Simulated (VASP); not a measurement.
# Al2O3 (P-6m2) in VASP: a series of runs

The runs below take Al2O3 through single point, with PBE+D3(BJ).

Program: VASP 6.6.1. These are calculated values, not measurements. Logs are shortened: lines on timing, memory, paths and dates and some standing lists are left out, and cuts for length are marked.

## Step 1: The cell of the first run

Symmetry: P-6m2, No. 187, hexagonal system. Conventional cell: a = 2.815 Å, b = 2.815 Å, c = 7.164 Å, α = 90.00°, β = 90.00°, γ = 120.00°. Within 2.3 Å of Al (site symmetry 3m) lie 6 O at 1.76 to 2.12 Å. Within 2.3 Å of O (site symmetry 3m) lie 3 Al at 1.76 Å. O (site symmetry -6m2) has 6 Al at 2.12 Å and 12 O at 2.60 to 2.82 Å within 2.9 Å.

## Step 2: Single point, PBE+D3(BJ) (atoms shifted along a free coordinate)

INCAR

```
SYSTEM = Al2O3
ALGO     = Normal         ! electronic algorithm
EDIFF    = 1E-6           ! SCF threshold, eV
ENCUT    = 520            ! plane-wave cutoff, eV
GGA      = PE             ! functional
ISIF     = 2              ! what is computed and relaxed
ISMEAR   = 0              ! smearing method
IVDW     = 12             ! dispersion correction
LASPH    = .True.         ! aspherical terms in the spheres
LCHARG   = .True.         ! write CHGCAR
LELF     = .True.         ! ELF
LREAL    = .False.        ! projectors in reciprocal space
LVHAR    = .True.       
LWAVE    = .False.        ! write WAVECAR
NBANDS   = 20             ! bands
NELM     = 80             ! most SCF steps
PREC     = Accurate       ! precision mode
SIGMA    = 0.05           ! smearing width, eV
```

KPOINTS

```
k-points
0
Gamma
  9 9 4
  0 0 0
```

POSCAR

```
Al2O3
1.0
    2.8152956653      0.0000000000      0.0000000000
   -1.4076478327      2.4381175653      0.0000000000
    0.0000000000      0.0000000000      7.1641672095
Al O
2 3
Direct
    0.0000000000      0.0000000000      0.1907358529
    0.0000000000      0.0000000000      0.8092641471
    0.3333333333      0.6666666667      0.2840924954
    0.6666666667      0.3333333333      0.0000000000
    0.3333333333      0.6666666667      0.7159075046
```

Potentials or basis: VASP PAW PBE potentials, release 64 (Al, O).

The run is started by

```
cat potpaw_PBE.64/Al/POTCAR potpaw_PBE.64/O/POTCAR > POTCAR
mpirun -np 1 vasp_std > vasp.out
```

OUTCAR:

```text
SYSTEM = Al2O3
   EDIFF = 1E-6
   ENCUT = 520
   GGA = PE
   ISIF = 2
   ISMEAR = 0
   IVDW = 12
   LASPH = .True.
   LREAL = .False.
   NELM = 80
   PREC = Accurate
 IVDW          = 12

 ion  position               nearest neighbor table
   1  0.000  0.000  0.191-   3 1.76   3 1.76   3 1.76   4 2.12   4 2.12   4 2.12   2 2.73
   2  0.000  0.000  0.809-   5 1.76   5 1.76   5 1.76   4 2.12   4 2.12   4 2.12   1 2.73
   3  0.333  0.667  0.284-   1 1.76   1 1.76   1 1.76
   4  0.667  0.333  0.000-   1 2.12   2 2.12   1 2.12   2 2.12   1 2.12   2 2.12
   5  0.333  0.667  0.716-   2 1.76   2 1.76   2 1.76

  LATTYP: Found a hexagonal cell.
 ALAT       =     2.8152956653
 C/A-ratio  =     2.5447299542

  Lattice vectors:

 A1 = (   2.8152956653,   0.0000000000,   0.0000000000)
 A2 = (  -1.4076478327,   2.4381175653,   0.0000000000)
 A3 = (   0.0000000000,   0.0000000000,   7.1641672095)

Analysis of symmetry for initial positions (statically):
=====================================================================
 Subroutine PRICEL returns:
 Original cell was already a primitive cell.

 Routine SETGRP: Setting up the symmetry group for a
 hexagonal supercell.

 Subroutine GETGRP returns: Found 12 space group operations
 (whereof 12 operations were pure point group operations)
 out of a pool of 24 trial point group operations.

The static configuration has the point symmetry D_3h.

Analysis of symmetry for dynamics (positions and initial velocities):
=====================================================================
 Subroutine PRICEL returns:
 Original cell was already a primitive cell.

 Routine SETGRP: Setting up the symmetry group for a
 hexagonal supercell.

 Subroutine GETGRP returns: Found 12 space group operations
 (whereof 12 operations were pure point group operations)
 out of a pool of 24 trial point group operations.

The dynamic configuration has the point symmetry D_3h.

 Subroutine INISYM returns: Found 12 space group operations
 (whereof 12 operations are pure point group operations),
 and found     1 'primitive' translations

----------------------------------------------------------------------------------------

                                     Primitive cell

  volume of cell :      49.1750

  direct lattice vectors                    reciprocal lattice vectors
     2.815295665  0.000000000  0.000000000     0.355202479  0.205076247  0.000000000
    -1.407647833  2.438117565  0.000000000     0.000000000  0.410152494  0.000000000
     0.000000000  0.000000000  7.164167210     0.000000000  0.000000000  0.139583565

  length of vectors
     2.815295665  2.815295665  7.164167210     0.410152494  0.410152494  0.139583565

  position of ions in fractional coordinates (direct lattice)
     0.000000000  0.000000000  0.190735853
     0.000000000  0.000000000  0.809264147
     0.333333333  0.666666667  0.284092495
     0.666666667  0.333333333  0.000000000
     0.333333333  0.666666667  0.715907505

  ion indices of the primitive-cell ions
   primitive index   ion index
                 1           1
                 2           2
                 3           3
                 4           4
                 5           5

----------------------------------------------------------------------------------------

 KPOINTS: k-points

Automatic generation of k-mesh.
 Grid dimensions read from file:
 generate k-points for:    9    9    4

 Generating k-lattice:

  Cartesian coordinates                     Fractional coordinates (reciprocal lattice)
     0.039466942  0.022786250  0.000000000     0.111111111  0.000000000  0.000000000
     0.000000000  0.045572499  0.000000000     0.000000000  0.111111111  0.000000000
     0.000000000  0.000000000  0.034895891     0.000000000  0.000000000  0.250000000

  Length of vectors
     0.045572499  0.045572499  0.034895891

  Shift w.r.t. Gamma in fractional coordinates (k-lattice)
     0.000000000  0.000000000  0.000000000

 Subroutine IBZKPT returns following result:
 ===========================================

 Found     36 irreducible k-points:

 Following reciprocal coordinates:
            Coordinates               Weight
  0.000000  0.000000  0.000000      1.000000
  0.111111 -0.000000  0.000000      6.000000
  0.222222 -0.000000  0.000000      6.000000
  0.333333  0.000000  0.000000      6.000000
  0.444444 -0.000000  0.000000      6.000000
  0.111111  0.111111  0.000000      6.000000
[... 16 lines left out ...]
  0.333333  0.222222  0.250000     24.000000
  0.333333  0.333333  0.250000      4.000000
 [... further k-points ...]
   k-points           NKPTS =     36   k-points in BZ     NKDIM =     36   number of bands    NBANDS=     20
   number of dos      NEDOS =    301   number of ions     NIONS =      5
   total plane-waves  NPLWV =  31104
   dimension x,y,z NGX =    24 NGY =   24 NGZ =   54
   dimension x,y,z NGXF=    48 NGYF=   48 NGZF=  108
   ions per type =               2   3
[... 95 lines left out ...]
      2     -13.3998      2.00000
      3     -12.4895      2.00000
      4      -0.9967      2.00000
      5       0.0439      2.00000
      6       1.2102      2.00000
[... 12 lines left out ...]
     19      18.9280      0.00000
     20      19.8786      0.00000

 k-point     4 :       0.3333    0.0000    0.0000
  band No.  band energies     occupation
      1     -13.8894      2.00000
      2     -12.9810      2.00000
      3     -12.3807      2.00000
      4      -1.3979      2.00000
      5      -1.3231      2.00000
      6       0.1274      2.00000
[... 12 lines left out ...]
     19      19.1754      0.00000
     20      19.6752      0.00000

 k-point     5 :       0.4444   -0.0000    0.0000
  band No.  band energies     occupation
      1     -13.2879      2.00000
      2     -12.6789      2.00000
      3     -12.4399      2.00000
      4      -2.1825      2.00000
      5      -1.9040      2.00000
      6      -0.5188      2.00000
[... 12 lines left out ...]
     19      19.1017      0.00000
     20      19.8309      0.00000

 k-point     6 :       0.1111    0.1111    0.0000
  band No.  band energies     occupation
      1     -14.6914      2.00000
      2     -13.5041      2.00000
      3     -12.5311      2.00000
      4      -0.9772      2.00000
      5       0.5312      2.00000
      6       1.3288      2.00000
[... 12 lines left out ...]
     19      18.8229      0.00000
     20      19.9207      0.00000

 k-point     7 :       0.2222    0.1111    0.0000
  band No.  band energies     occupation
      1     -14.1289      2.00000
      2     -13.1247      2.00000
      3     -12.3990      2.00000
      4      -1.1354      2.00000
      5      -0.6331      2.00000
      6       0.3053      2.00000
[... 12 lines left out ...]
     19      18.3743      0.00000
     20      19.6349      0.00000
[... 277 lines left out ...]
 k-point    20 :       0.3333    0.1111    0.2500
  band No.  band energies     occupation
      1     -13.4719      2.00000
      2     -12.7840      2.00000
      3     -12.3600      2.00000
      4      -1.7249      2.00000
      5      -1.6361      2.00000
      6      -0.2345      2.00000
[... 12 lines left out ...]
     19      18.7200      0.00000
     20      19.2122      0.00000

 k-point    21 :       0.4444    0.1111    0.2500
  band No.  band energies     occupation
      1     -13.0981      2.00000
      2     -12.6277      2.00000
      3     -12.4525      2.00000
      4      -2.1634      2.00000
      5      -1.8901      2.00000
      6      -0.4400      2.00000
[... 12 lines left out ...]
     19      18.7122      0.00000
     20      19.0525      0.00000

 k-point    22 :       0.2222    0.2222    0.2500
  band No.  band energies     occupation
      1     -13.5504      2.00000
      2     -12.8172      2.00000
      3     -12.3333      2.00000
      4      -1.3930      2.00000
      5      -1.2370      2.00000
      6      -0.3782      2.00000
[... 12 lines left out ...]
     19      17.8637      0.00000
     20      19.0455      0.00000

 k-point    23 :       0.3333    0.2222    0.2500
  band No.  band energies     occupation
      1     -13.0280      2.00000
      2     -12.5832      2.00000
      3     -12.4238      2.00000
      4      -1.7958      2.00000
      5      -1.5382      2.00000
      6      -0.3630      2.00000
[... 12 lines left out ...]
     19      17.9240      0.00000
     20      18.5574      0.00000

 k-point    24 :       0.3333    0.3333    0.2500
  band No.  band energies     occupation
      1     -12.7581      2.00000
      2     -12.5513      2.00000
      3     -12.4895      2.00000
      4      -1.7215      2.00000
      5      -1.3096      2.00000
      6      -0.4397      2.00000
[... 12 lines left out ...]
     19      17.8256      0.00000
     20      18.2054      0.00000

 [... further k-points ...]

------------------------ aborting loop because EDIFF is reached ----------------------------------------

 Edisp (eV)   -1.02754

 E8    (eV) :    -0.3886

  FORCE on cell =-STRESS in cart. coord.  units (eV):
  Direction    XX          YY          ZZ          XY          YZ          ZX
  --------------------------------------------------------------------------------------
  -------------------------------------------------------------------------------------
  Total       4.14415     4.14415     2.31524    -0.00000    -0.00000     0.00000
  in kB     135.02113   135.02113    75.43324    -0.00000    -0.00000     0.00000
  external pressure =      115.16 kB  Pullay stress =        0.00 kB

 VOLUME and BASIS-vectors are now :
 -----------------------------------------------------------------------------
  energy-cutoff  :      520.00
  volume of cell :       49.17
      direct lattice vectors                 reciprocal lattice vectors
     2.815295665  0.000000000  0.000000000     0.355202479  0.205076247  0.000000000
    -1.407647833  2.438117565  0.000000000     0.000000000  0.410152494  0.000000000
     0.000000000  0.000000000  7.164167210     0.000000000  0.000000000  0.139583565

 POSITION                                       TOTAL-FORCE (eV/Angst)
 -----------------------------------------------------------------------------------
      0.00000      0.00000      1.36646        -0.000000      0.000000     -0.162128
      0.00000      0.00000      5.79770        -0.000000      0.000000      0.162128
     -0.00000      1.62541      2.03529         0.000000     -0.000000      0.671666
      1.40765      0.81271      0.00000        -0.000000      0.000000      0.000000
     -0.00000      1.62541      5.12888         0.000000     -0.000000     -0.671666
 -----------------------------------------------------------------------------------
    total drift:                                0.000000     -0.000000      0.000000

  FREE ENERGIE OF THE ION-ELECTRON SYSTEM (eV)
  ---------------------------------------------------
  free  energy   TOTEN  =       -37.2165109834 eV

  energy  without entropy=      -37.2165109834  energy(sigma->0) =      -37.21651098
```

It took 56 s on 1 thread of Intel Xeon 8259CL, shared host; peak memory 0.2 GiB.

What came out:

- Free energy: -37.2165 eV
- Pressure: 11.5 GPa
- Largest force: 0.672 eV/Å
- Band gap on the k mesh: 5.05 eV (least direct gap 5.19 eV)
- Dispersion energy per atom: -0.206 eV

Forces in eV/Å, atoms in the order of the input:
```
Al   0.000  0.000 -0.162
Al   0.000  0.000  0.162
O    0.000  0.000  0.672
O    0.000  0.000  0.000
O    0.000  0.000 -0.672
```

Levels at points of the mesh, in eV from the valence-band top:
| k point | band 9 | band 10 | band 11 | band 12 | band 13 | band 14 | band 15 | band 16 |
| --- | --- | --- | --- | --- | --- | --- | --- | --- |
| (0.00, 0.00, 0.00) | -1.43 | -0.84 | -0.84 | -0.14 | 5.05 | 7.92 | 9.04 | 12.13 |
| (0.00, 0.00, 0.50) | -1.45 | -0.91 | -0.83 | -0.83 | 5.54 | 7.70 | 8.64 | 12.79 |

Caveat: the cell differs from its parent crystal (atoms shifted along a free coordinate); the cell stands under pressure; an odd mesh through Γ misses points on the zone boundary, where band edges can lie.

## Step 3: Single point, PBE+D3(BJ) (atoms shifted along a free coordinate)

INCAR

```
SYSTEM = Al2O3
PREC = Accurate ; ENCUT = 520
EDIFF = 1E-6 ; ISMEAR = 0
SIGMA = 0.05 ; LREAL = .False.
LASPH = .True. ; NELM = 60
ALGO = Normal ; ISIF = 2
LWAVE = .False. ; LCHARG = .True.
GGA = PE ; IVDW = 12
LELF = .True. ; LVHAR = .True.
NBANDS = 20
```

KPOINTS

```
regular mesh
0
Gamma
  9 9 4
  0 0 0
```

Edit POSCAR of step 2 so:

```diff
@@ -10,4 +10,4 @@
     0.0000000000      0.0000000000      0.8092641471
-    0.3333333333      0.6666666667      0.2840924954
+    0.3333333333      0.6666666667      0.2703868429
     0.6666666667      0.3333333333      0.0000000000
-    0.3333333333      0.6666666667      0.7159075046
+    0.3333333333      0.6666666667      0.7296131571
```

Potentials or basis: VASP PAW PBE potentials, release 64 (Al, O).

The run is started by

```
cat potpaw_PBE.64/Al/POTCAR potpaw_PBE.64/O/POTCAR > POTCAR
mpirun -np 1 vasp_std > vasp.out
```

Run time: 47 s. Hardware: 1 thread of Intel Xeon 8259CL, shared host; peak memory 0.2 GiB.

The run converged. Its results:

```
Free energy                : -36.8960 eV
Pressure                   : 20.8 GPa
Largest force              : 2.591 eV/Å
Band gap on the k mesh     : 5.35 eV (least direct gap 5.56 eV)
Dispersion energy per atom : -0.206 eV
```

Forces in eV/Å, atoms in the order of the input:
```
Al   0.000  0.000 -1.846
Al   0.000  0.000  1.846
O    0.000  0.000  2.591
O    0.000  0.000  0.000
O    0.000  0.000 -2.591
```

Stress tensor (GPa, compression positive):
```
23.50  0.00  0.00
 0.00 23.50  0.00
 0.00  0.00 15.27
```

Levels at points of the mesh, in eV from the valence-band top:
```
           k point  band 10  band 11  band 12  band 13  band 14  band 15
(0.00, 0.00, 0.00)    -0.53    -0.53    -0.21     5.35     7.86     8.99
(0.00, 0.00, 0.50)    -0.84    -0.53    -0.53     6.07     7.24     8.64
```

Caveat: the cell differs from its parent crystal (atoms shifted along a free coordinate); the cell stands under pressure; an odd mesh through Γ misses points on the zone boundary, where band edges can lie; forces of over 1 eV/Å act on the atoms, so gaps and moduli don't describe the material at rest.

## Step 4: Single point, PBE+D3(BJ) (atoms shifted along a free coordinate)

INCAR

```
ALGO = Normal
EDIFF = 1E-7
ENCUT = 520
GGA = PE
ISIF = 2
ISMEAR = 0
IVDW = 12
LASPH = T
LCHARG = T
LELF = T
LREAL = F
LVHAR = T
LWAVE = F
NBANDS = 20
NELM = 80
PREC = Accurate
SIGMA = 0.05
```

KPOINTS

```
k-points
0
Gamma
  9 9 4
```

POSCAR

```
Al2O3
1.0
    2.8414820084      0.0000000000      0.0000000000
   -1.4207410042      2.4607956037      0.0000000000
    0.0000000000      0.0000000000      7.2308043812
Al O
2 3
Direct
    0.0000000000      0.0000000000      0.1907358529
    0.0000000000      0.0000000000      0.8092641471
    0.3333333333      0.6666666667      0.2772396691
    0.6666666667      0.3333333333      0.0000000000
    0.3333333333      0.6666666667      0.7227603309
```

The run is started by

```
cat potpaw_PBE.64/Al/POTCAR potpaw_PBE.64/O/POTCAR > POTCAR
mpirun -np 1 vasp_std > vasp.out
```

It took 54 s on 1 thread of Intel Xeon 8259CL, shared host; peak memory 0.2 GiB.

The run converged. Its results:

* Free energy: -37.2150 eV
* Pressure: 9.5 GPa
* Largest force: 1.231 eV/Å
* Band gap on the k mesh: 4.99 eV (least direct gap 5.15 eV)
* Dispersion energy per atom: -0.200 eV

Forces on the atoms (eV/Å):
```
Al   0.000  0.000 -0.884
Al   0.000  0.000  0.884
O    0.000  0.000  1.231
O    0.000  0.000  0.000
O    0.000  0.000 -1.231
```

Stress tensor (GPa, compression positive):
```
10.62  0.00  0.00
 0.00 10.62  0.00
 0.00  0.00  7.30
```

Levels at points of the mesh, in eV from the valence-band top:
```
           k point  band 10  band 11  band 12  band 13  band 14  band 15
(0.00, 0.00, 0.00)    -0.67    -0.67    -0.16     4.99     7.72     8.71
(0.00, 0.00, 0.50)    -0.83    -0.67    -0.67     5.55     7.28     8.43
```

Caveat: the cell differs from its parent crystal (atoms shifted along a free coordinate); the cell stands under pressure; an odd mesh through Γ misses points on the zone boundary, where band edges can lie; forces of over 1 eV/Å act on the atoms, so gaps and moduli don't describe the material at rest.

## Step 5: Single point, PBE+D3(BJ) (atoms shifted along a free coordinate)

INCAR

```
PREC = Accurate
ENCUT = 520
EDIFF = 1E-6
ISMEAR = 0
SIGMA = 0.05
LREAL = F
LASPH = T
NELM = 100
ALGO = Normal
ISIF = 2
LWAVE = F
LCHARG = F
GGA = PE
IVDW = 12
NBANDS = 20
```

KPOINTS

```
Automatic mesh
0
Gamma
  9 9 4
```

Edit POSCAR of step 4 so:

```diff
@@ -10,4 +10,4 @@
     0.0000000000      0.0000000000      0.8092641471
-    0.3333333333      0.6666666667      0.2772396691
+    0.3333333333      0.6666666667      0.2909453217
     0.6666666667      0.3333333333      0.0000000000
-    0.3333333333      0.6666666667      0.7227603309
+    0.3333333333      0.6666666667      0.7090546783
```

The run is started by

```
cat potpaw_PBE.64/Al/POTCAR potpaw_PBE.64/O/POTCAR > POTCAR
mpirun -np 1 vasp_std > vasp.out
```

Wall time 57 s (1 thread of Intel Xeon 8259CL, shared host); peak memory 0.2 GiB.

The run converged. Its results:

| Item | Value |
| --- | --- |
| Free energy | -37.2755 eV |
| Pressure | 1.6 GPa |
| Largest force | 0.772 eV/Å |
| Band gap on the k mesh | 4.54 eV (least direct gap 4.64 eV) |
| Dispersion energy per atom | -0.200 eV |

Forces in eV/Å, atoms in the order of the input:
```
Al   0.000  0.000  0.772
Al   0.000  0.000 -0.772
O    0.000  0.000 -0.613
O    0.000  0.000  0.000
O    0.000  0.000  0.613
```

Stress tensor (GPa, compression positive):
```
 2.76  0.00  0.00
 0.00  2.76  0.00
 0.00  0.00 -0.79
```

Levels at points of the mesh, in eV from the valence-band top:
| k point | band 10 | band 11 | band 12 | band 13 | band 14 | band 15 |
| --- | --- | --- | --- | --- | --- | --- |
| (0.00, 0.00, 0.00) | -0.85 | -0.85 | -0.10 | 4.54 | 7.72 | 8.63 |
| (0.00, 0.00, 0.50) | -0.92 | -0.83 | -0.83 | 5.00 | 7.52 | 8.37 |

Caveat: the cell differs from its parent crystal (atoms shifted along a free coordinate); an odd mesh through Γ misses points on the zone boundary, where band edges can lie.

## Step 6: Summary

| cell | gap on the mesh (eV) | pressure (GPa) | largest force (eV/Å) |
| --- | --- | --- | --- |
| a = 2.815, b = 2.815, c = 7.164 Å, angles 90.0, 90.0, 120.0°, 5 atoms, atomic positions A | 5.05 | 11.5 | 0.67 |
| a = 2.815, b = 2.815, c = 7.164 Å, angles 90.0, 90.0, 120.0°, 5 atoms, atomic positions B | 5.35 | 20.8 | 2.59 |
| a = 2.841, b = 2.841, c = 7.231 Å, angles 90.0, 90.0, 120.0°, 5 atoms, atomic positions C | 4.99 | 9.5 | 1.23 |
| a = 2.841, b = 2.841, c = 7.231 Å, angles 90.0, 90.0, 120.0°, 5 atoms, atomic positions D | 4.54 | 1.6 | 0.77 |

Alike in all rows: task single point; level PBE+D3(BJ); potentials or basis VASP PAW PBE potentials, release 64 (Al, O); no spin polarisation; k mesh 9 × 9 × 4; cutoff (eV) 520; smearing gaussian 0.05 eV.

Caveats: an odd mesh through Γ misses points on the zone boundary, where band edges can lie; the cell stands under pressure (at least some runs); forces of over 1 eV/Å act on the atoms, so gaps and moduli don't describe the material at rest (at least some runs).

Total energies depend on the potentials used, so only differences within one code and one set of settings carry meaning.
